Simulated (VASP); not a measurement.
A run of VASP 6.6.1 is set up as follows.

Contents of INCAR:

```
  PREC = Accurate
  ENCUT = 520
  EDIFF = 1E-6
  ISMEAR = 0
  SIGMA = 0.1
  LREAL = False
  LASPH = True
  NELM = 60
  ALGO = Normal
  ISIF = 2
  LWAVE = False
  LCHARG = False
  GGA = PE
  NBANDS = 20
```

The input KPOINTS:

```
Automatic mesh
0
Gamma
  12 12 6
```

Contents of POSCAR:

```
Li3SiN2
1.0
    3.0596979040      0.0000000000      0.0000000000
    0.0000000000      3.0596979040      0.0000000000
    0.0000000000      0.0000000000      7.1145516084
Li Si N
3 1 2
Direct
    0.0000000000      0.0000000000      0.8023918830
    0.0000000000      0.0000000000      0.1976081170
    0.0000000000      0.0000000000      0.5000000000
    0.5000000000      0.5000000000      0.0000000000
    0.5000000000      0.5000000000      0.2369131278
    0.5000000000      0.5000000000      0.7630868722
```

Potentials or basis: VASP PAW PBE potentials, release 64 (Li_sv, Si, N).

Launch:

```bash
$ cat potpaw_PBE.64/Li_sv/POTCAR potpaw_PBE.64/Si/POTCAR potpaw_PBE.64/N/POTCAR > POTCAR
$ mpirun -np 1 vasp_std > vasp.out
```

Question: Estimate the largest force.

Answer: 0.023 eV/Å.

Forces in eV/Å, atoms in the order of the input:
```
Li   0.000  0.000 -0.006
Li   0.000  0.000  0.006
Li   0.000  0.000  0.000
Si   0.000  0.000  0.000
N    0.000  0.000  0.023
N    0.000  0.000 -0.023
```
